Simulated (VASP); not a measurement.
Set up this calculation in VASP 6.6.1, as the native input.

```
Task                   : single point
Functional             : PBE
Potentials or basis    : VASP PAW PBE potentials, release 64 (Tc_pv)
Cutoff                 : 520 eV
k mesh                 : 9 × 9 × 3
Occupations            : fermi-dirac, width 0.05 eV
Spin                   : no spin polarisation
Dipole correction      : no
Further INCAR settings : ALGO = Normal; EDIFF = 1e-06; NBANDS = 34
```

The structure of Tc lies in POSCAR:

```
Tc
1.0
    2.7393552909      0.0000000000      0.0000000000
   -1.3696776454      2.3723512719      0.0000000000
    0.0000000000      0.0000000000      8.4188970624
Tc
4
Direct
    0.6666666667      0.3333333333      0.7500000000
    0.0000000000      0.0000000000      0.5000000000
    0.3333333333      0.6666666667      0.2500000000
    0.0000000000      0.0000000000      0.0000000000
```

The input as run:

INCAR

```
ALGO = Normal ; EDIFF = 1E-6
ENCUT = 520 ; GGA = PE
ISIF = 2 ; ISMEAR = -1
LASPH = T ; LCHARG = T
LELF = T ; LREAL = F
LVHAR = T ; LWAVE = F
NBANDS = 34 ; NELM = 80
PREC = Accurate ; SIGMA = 0.05
```

KPOINTS

```
k-points
0
Gamma
  9 9 3
```

Potentials or basis: VASP PAW PBE potentials, release 64 (Tc_pv).

The run is started by

```console
$ cat potpaw_PBE.64/Tc_pv/POTCAR > POTCAR
$ mpirun -np 1 vasp_std > vasp.out
```

Results of the run:

The pressure is 18.2 GPa. The band gap on the k mesh is zero (bands 26 and 27 overlap by 2.83 eV).

Caveat: the cell stands under pressure.

Run time: 37 s on 1 thread of Intel(R) Xeon(R) Platinum 8488C (Sapphire Rapids) (shared host), peak memory 0.18 GiB.
